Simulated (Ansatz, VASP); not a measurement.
# Two plane-wave programs on SnO

```
Sn O
1.0
     3.82015    0.00030    0.00000
    -0.00031    3.82015    0.00000
     0.00000    0.00000   22.22607
Sn O
4 4
Cartesian
  3.8196 3.8202 4.5000
  1.9097 1.9100 6.8630
  1.9097 2.3875 11.0630
  -0.0002 0.4773 13.4261
  3.8198 1.9102 5.6815
  1.9096 3.8201 5.6815
  1.9098 0.4775 12.2446
  -0.0004 2.3874 12.2446
```

Alike in both runs: task single point; functional PBE; dispersion D3(BJ); k mesh 7 × 7 × 1; occupations gaussian, width 0.05 eV; no spin polarisation.

|  | VASP | Ansatz |
| --- | --- | --- |
| version | VASP 6.6.1 | Ansatz 0.2.0 |
| potentials or method | VASP PAW PBE potentials, release 64 (Sn_d, O), cutoff 520 eV | scalar-relativistic, plane waves, PAW |
| valence electrons in the cell | 80 | 80 |

|  | VASP | Ansatz | Ansatz less VASP |
| --- | --- | --- | --- |
| gap on the k mesh at the Fermi level (eV) | 2.41 | 2.42 | +0.007 |
| least direct gap on the mesh (eV) | 2.55 | 2.59 | +0.042 |
| rms of the force components (eV/Å) | 0.028 | 0.020 | -0.0075 |

Ansatz's warnings: structure snapped to symmetry.
